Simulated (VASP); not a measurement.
# Zr (Fm-3m) in VASP: further runs, part 2 of 2

VASP 6.6.1. The steps go on from the part before.

### 3 Single point, PBE (volume scaled by 1.02)

Contents of INCAR:

```
SYSTEM = Zr
  ALGO = Normal
  EDIFF = 1E-6
  ENCUT = 520
  GGA = PE
  ISIF = 2
  ISMEAR = -1
  LASPH = .TRUE.
  LCHARG = .FALSE.
  LREAL = .FALSE.
  LWAVE = .FALSE.
  NBANDS = 12
  NELM = 60
  PREC = Accurate
  SIGMA = 0.05
```

Contents of KPOINTS:

```
k-points
0
G
  13 13 13
  0 0 0
```

Contents of POSCAR:

```
Zr
1.0
    0.0000000000      2.2699342101      2.2699342101
    2.2699342101      0.0000000000      2.2699342101
    2.2699342101      2.2699342101      0.0000000000
Zr
1
Direct
    0.0000000000      0.0000000000      0.0000000000
```

Potentials or basis: VASP PAW PBE potentials, release 64 (Zr_sv).

Launch:

```console
cat potpaw_PBE.64/Zr_sv/POTCAR > POTCAR
mpirun -np 1 vasp_std > vasp.out
```

OUTCAR:

```text
SYSTEM = Zr
   EDIFF = 1E-6
   ENCUT = 520
   GGA = PE
   ISIF = 2
   ISMEAR = -1
   LASPH = .TRUE.
   LREAL = .FALSE.
   NELM = 60
   PREC = Accurate

 ion  position               nearest neighbor table
   1  0.000  0.000  0.000-

  LATTYP: Found a face centered cubic cell.
 ALAT       =     4.5398684202

  Lattice vectors:

 A1 = (   0.0000000000,   2.2699342101,   2.2699342101)
 A2 = (   2.2699342101,   0.0000000000,   2.2699342101)
 A3 = (   2.2699342101,   2.2699342101,   0.0000000000)

Analysis of symmetry for initial positions (statically):
=====================================================================
 Subroutine PRICEL returns:
 Original cell was already a primitive cell.

 Routine SETGRP: Setting up the symmetry group for a
 face centered cubic supercell.

 Subroutine GETGRP returns: Found 48 space group operations
 (whereof 48 operations were pure point group operations)
 out of a pool of 48 trial point group operations.

The static configuration has the point symmetry O_h .

Analysis of symmetry for dynamics (positions and initial velocities):
=====================================================================
 Subroutine PRICEL returns:
 Original cell was already a primitive cell.

 Routine SETGRP: Setting up the symmetry group for a
 face centered cubic supercell.

 Subroutine GETGRP returns: Found 48 space group operations
 (whereof 48 operations were pure point group operations)
 out of a pool of 48 trial point group operations.

The dynamic configuration has the point symmetry O_h .

 Subroutine INISYM returns: Found 48 space group operations
 (whereof 48 operations are pure point group operations),
 and found     1 'primitive' translations

----------------------------------------------------------------------------------------

                                     Primitive cell

  volume of cell :      23.3921

  direct lattice vectors                    reciprocal lattice vectors
     0.000000000  2.269934210  2.269934210    -0.220270701  0.220270701  0.220270701
     2.269934210  0.000000000  2.269934210     0.220270701 -0.220270701  0.220270701
     2.269934210  2.269934210  0.000000000     0.220270701  0.220270701 -0.220270701

  length of vectors
     3.210171746  3.210171746  3.210171746     0.381520046  0.381520046  0.381520046

  position of ions in fractional coordinates (direct lattice)
     0.000000000  0.000000000  0.000000000

  ion indices of the primitive-cell ions
   primitive index   ion index
                 1           1

----------------------------------------------------------------------------------------

 KPOINTS: k-points

Automatic generation of k-mesh.
 Grid dimensions read from file:
 generate k-points for:   13   13   13

 Generating k-lattice:

  Cartesian coordinates                     Fractional coordinates (reciprocal lattice)
    -0.016943900  0.016943900  0.016943900     0.076923077  0.000000000  0.000000000
     0.016943900 -0.016943900  0.016943900     0.000000000  0.076923077  0.000000000
     0.016943900  0.016943900 -0.016943900     0.000000000  0.000000000  0.076923077

  Length of vectors
     0.029347696  0.029347696  0.029347696

  Shift w.r.t. Gamma in fractional coordinates (k-lattice)
     0.000000000  0.000000000  0.000000000

 Subroutine IBZKPT returns following result:
 ===========================================

 Found     84 irreducible k-points:

 Following reciprocal coordinates:
            Coordinates               Weight
  0.000000  0.000000  0.000000      1.000000
  0.076923  0.000000  0.000000      8.000000
  0.153846  0.000000  0.000000      8.000000
  0.230769  0.000000  0.000000      8.000000
  0.307692  0.000000  0.000000      8.000000
  0.384615  0.000000  0.000000      8.000000
[... 16 lines left out ...]
  0.384615  0.153846  0.000000     24.000000
  0.461538  0.153846  0.000000     24.000000
 [... further k-points ...]
   k-points           NKPTS =     84   k-points in BZ     NKDIM =     84   number of bands    NBANDS=     12
   number of dos      NEDOS =    301   number of ions     NIONS =      1
   total plane-waves  NPLWV =  13824
   dimension x,y,z NGX =    24 NGY =   24 NGZ =   24
   dimension x,y,z NGXF=    48 NGYF=   48 NGZF=   48
   ions per type =               1
   NGX,Y,Z   is equivalent  to a cutoff of  12.43, 12.43, 12.43 a.u.
   NGXF,Y,Z  is equivalent  to a cutoff of  24.86, 24.86, 24.86 a.u.
 SYSTEM =  Zr
   PREC   = accura    normal or accurate (medium, high low for compatibility)
   ISTART =      0    job   : 0-new  1-cont  2-samecut
   ICHARG =      2    charge: 1-file 2-atom 10-const
   ISPIN  =      1    spin polarized calculation?
   LNONCOLLINEAR =      F non collinear calculations
   LSORBIT =      F    spin-orbit coupling
   LASPH  =      T    aspherical Exc in radial PAW
   ENCUT  =  520.0 eV  38.22 Ry    6.18 a.u.   5.97  5.97  5.97*2*pi/ulx,y,z
   NELM   =     60;   NELMIN=  2; NELMDL= -5     # of ELM steps
   EDIFF  = 0.1E-05   stopping-criterion for ELM
   LREAL  =      F    real-space projection
   EDIFFG = 0.1E-04   stopping-criterion for IOM
   NSW    =      0    number of steps for IOM
   IBRION =     -1    ionic relax: 0-MD 1-quasi-New 2-CG
   NFREE  =      0    steps in history (QN), initial steepest desc. (CG)
   ISIF   =      2    stress and relaxation
   ISYM   =      2    0-nonsym 1-usesym 2-fastsym
   POTIM  = 0.5000    time-step for ionic-motion
   TEBEG  =    0.0;   TEEND  =   0.0 temperature during run
   PSTRESS=    0.0 pullay stress
   NELECT =      12.0000    total number of electrons
   NUPDOWN=      -1.0000    fix difference up-down
   EMIN   =  10.00;   EMAX   =-10.00  energy-range for DOS
   EFERMI =   0.00;   METHOD = LEGACY
   ISMEAR =    -1;   SIGMA  =   0.05  broadening in eV -4-tet -1-fermi 0-gaus
   EFERMI_NEDOS =   21; number of points for ismear=-14 and -15
   IALGO  =     38    algorithm
   IMIX   =      4    mixing-type and parameters
     AMIX     =   0.40;   BMIX     =  1.00
     AMIX_MAG =   1.60;   BMIX_MAG =  1.00
  volume/ion in A,a.u.               =      23.39       157.86
  Fermi-wavevector in a.u.,A,eV,Ry     =   1.310525  2.476533 23.367677  1.717476
  Thomas-Fermi vector in A             =   2.441049
   LORBIT       =      0    0 simple, 1 ext, 2 COOP (PROOUT), +10 PAW based schemes
   GGA     = PE    functional components
   LHFCALC =     F    Hartree Fock is set to
   AEXX    =    0.0000 exact exchange contribution
   IVDW    =     0    specifies the selected vdW correction
   LEPSILON=     F    determine dielectric tensor
   LRPA    =     F    only Hartree local field effects (RPA)
 non-spin polarized calculation
  energy-cutoff  :      520.00
  volume of cell :       23.39
 maximum number of plane-waves:       646
   NGX = 11   NGY = 11   NGZ = 11

 number of electron      12.0000000 magnetization

 Free energy of the ion-electron system (eV)
  ---------------------------------------------------
  ext. energy  EPLUGINS =         0.00000000
  ---------------------------------------------------
  free energy    TOTEN  =        -8.48518922 eV

  energy without entropy =       -8.47098544  energy(sigma->0) =       -8.47808733

 E-fermi :   8.8273     XC(G=0): -11.0614

 val. band max:        8.8234302171   @ k =   0.2308   0.0769   0.0000
 cond. band min:       8.8322849535   @ k =  -0.3077   0.0769   0.0000
 fundamental gap:      0.0088547365
 Fermi energy:         8.8273109177

 k-point     1 :       0.0000    0.0000    0.0000
  band No.  band energies     occupation
      1     -39.8855      2.00000
      2     -17.4085      2.00000
      3     -17.4085      2.00000
      4     -17.4085      2.00000
      5       3.2914      2.00000
      6       9.8102      0.00000
      7       9.8102      0.00000
      8       9.8102      0.00000
      9      12.2056      0.00000
     10      12.2056      0.00000
     11      19.3191      0.00000
     12      23.4776      0.00000
[... 331 lines left out ...]
 k-point    24 :       0.4615    0.1538    0.0000
  band No.  band energies     occupation
      1     -39.7447      2.00000
      2     -18.2341      2.00000
      3     -17.6369      2.00000
      4     -17.5802      2.00000
      5       6.4168      2.00000
      6       8.4914      1.99758
      7       9.3591      0.00005
      8      10.3555      0.00000
      9      14.0375      0.00000
     10      14.0410      0.00000
     11      18.4503      0.00000
     12      20.8699      0.00000

 [... further k-points ...]

------------------------ aborting loop because EDIFF is reached ----------------------------------------

  FORCE on cell =-STRESS in cart. coord.  units (eV):
  Direction    XX          YY          ZZ          XY          YZ          ZX
  --------------------------------------------------------------------------------------
  -------------------------------------------------------------------------------------
  Total       -0.0852380     -0.0852380     -0.0852380     -0.0000000     -0.0000000      0.0000000
  in kB       -5.8381367     -5.8381367     -5.8381367     -0.0000000     -0.0000000      0.0000000
  external PRESSURE =      -5.8381367 kB  Pullay stress =       0.0000000 kB

 VOLUME and BASIS-vectors are now :
 -----------------------------------------------------------------------------
  energy-cutoff  :      520.00
  volume of cell :       23.39
      direct lattice vectors                 reciprocal lattice vectors
     0.000000000  2.269934210  2.269934210    -0.220270701  0.220270701  0.220270701
     2.269934210  0.000000000  2.269934210     0.220270701 -0.220270701  0.220270701
     2.269934210  2.269934210  0.000000000     0.220270701  0.220270701 -0.220270701

 POSITION                                       TOTAL-FORCE (eV/Angst)
 -----------------------------------------------------------------------------------
      0.00000      0.00000      0.00000        -0.000000      0.000000      0.000000
 -----------------------------------------------------------------------------------
    total drift:                                0.000000      0.000000     -0.000000

  FREE ENERGIE OF THE ION-ELECTRON SYSTEM (eV)
  ---------------------------------------------------
  free  energy   TOTEN  =        -8.4851892175 eV

  energy  without entropy=       -8.4709854353  energy(sigma->0) =       -8.47808733
```

stdout:

```text
POSCAR found type information on POSCAR Zr
 POSCAR found :  1 types and       1 ions
 scaLAPACK will be used
 LDA part: xc-table for (Slater+PW92), standard interpolation
 POSCAR, INCAR and KPOINTS ok, starting setup
 FFT: planning ... GRIDC
 FFT: planning ... GRID_SOFT
 FFT: planning ... GRID
 WAVECAR not read
 entering main loop
```

It took 12 s on 1 thread of Intel Xeon Platinum 8259CL at 2.50GHz (Skylake/Cascade Lake), shared host; peak memory 0.15 GiB.

Results:

* Free energy: -8.4852 eV
* Pressure: -0.6 GPa
* Band gap on the k mesh: zero (band 6 reaches 9.81 eV, above the bottom of band 7 at 8.27 eV)

Levels at points of the mesh, in eV from the Fermi level:
```
           k point  band 3  band 4  band 5  band 6  band 7  band 8  band 9  band 10
(0.00, 0.00, 0.00)  -26.24  -26.24   -5.54    0.98    0.98    0.98    3.38     3.38
```
